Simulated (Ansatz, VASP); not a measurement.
Two plane-wave programs on Te2Mo

The input INCAR:

```
SYSTEM = Te2Mo
ALGO = Normal
DIPOL = 0.5 0.5 0.397
EDIFF = 1E-7
ENCUT = 520
GGA = PE
IDIPOL = 3
ISIF = 2
ISMEAR = 0
IVDW = 12
LASPH = .True.
LCHARG = .True.
LDIPOL = .True.
LELF = .True.
LREAL = .False.
LVACPOTAV = .True.
LVHAR = .True.
LWAVE = .False.
NBANDS = 35
NELM = 100
PREC = Accurate
SIGMA = 0.05
```

Contents of KPOINTS:

```
k-points
0
Gamma
  9 9 1
  0 0 0
```

POSCAR

```
Te2Mo
1.0
    3.5038816881      0.0000000000      0.0000000000
   -1.7519408440      3.0344505538      0.0000000000
    0.0000000000      0.0000000000     24.7677198395
Te Mo
4 2
Direct
    0.3333333333      0.6666666667      0.1816881017
    0.3333333333      0.6666666667      0.3284056818
    0.5000000000      0.6666666667      0.4656811364
    0.5000000000      0.6666666667      0.6123987165
    0.6666666667      0.3333333333      0.2550468917
    0.8333333333      0.3333333333      0.5390399264
```

Input for Ansatz:

```yaml
crystal:
  lattice:
    - [3.5038816881, 0.0, 0.0]
    - [-1.751940844, 3.0344505538, 0.0]
    - [0.0, 0.0, 24.7677198395]
  atoms:
    - { symbol: Te, position: [0.3333333333, 0.6666666667, 0.1816881017] }
    - { symbol: Mo, position: [0.6666666667, 0.3333333333, 0.2550468917] }
    - { symbol: Te, position: [0.3333333333, 0.6666666667, 0.3284056818] }
    - { symbol: Te, position: [0.5, 0.6666666667, 0.4656811364] }
    - { symbol: Mo, position: [0.8333333333, 0.3333333333, 0.5390399264] }
    - { symbol: Te, position: [0.5, 0.6666666667, 0.6123987165] }
basis:
  ecutwfc: 420
kpoints:
  mp_grid: { grid: [9, 9, 1] }
hamiltonian:
  xc: pbe
  pseudopotentials: { kind: paw, azcp: { folder: soft_1 } }
  dispersion: d3bj
scf:
  occupations: { method: gaussian, width: 0.05 }
output:
  forces: true
  eigenvalues: true
efield:
  axis: 3
  dipole_correction: true
  ramp_width: 0.04
```

Alike in both runs: task single point; functional PBE; dispersion D3(BJ); k mesh 9 × 9 × 1; occupations gaussian, width 0.05 eV; no spin polarisation.

|  | VASP | Ansatz |
| --- | --- | --- |
| version | VASP 6.6.1 | Ansatz 0.2.0 |
| potentials or method | VASP PAW PBE potentials, release 64 (Te, Mo_sv), cutoff 520 eV | scalar-relativistic, plane waves, PAW |
| valence electrons in the cell | 52 | 92 |

|  | VASP | Ansatz | Ansatz less VASP |
| --- | --- | --- | --- |
| gap on the k mesh at the Fermi level (eV) | 0.95 | 0.96 | +0.006 |
| least direct gap on the mesh (eV) | 1.13 | 1.13 | 0.000 |
| rms of the force components (eV/Å) | 0.150 | 0.155 | +0.0046 |

VASP's potentials hold 52 valence electrons a cell and Ansatz's 92, so a difference there can come from the potentials and not from the codes.

Spin-orbit coupling is off throughout.
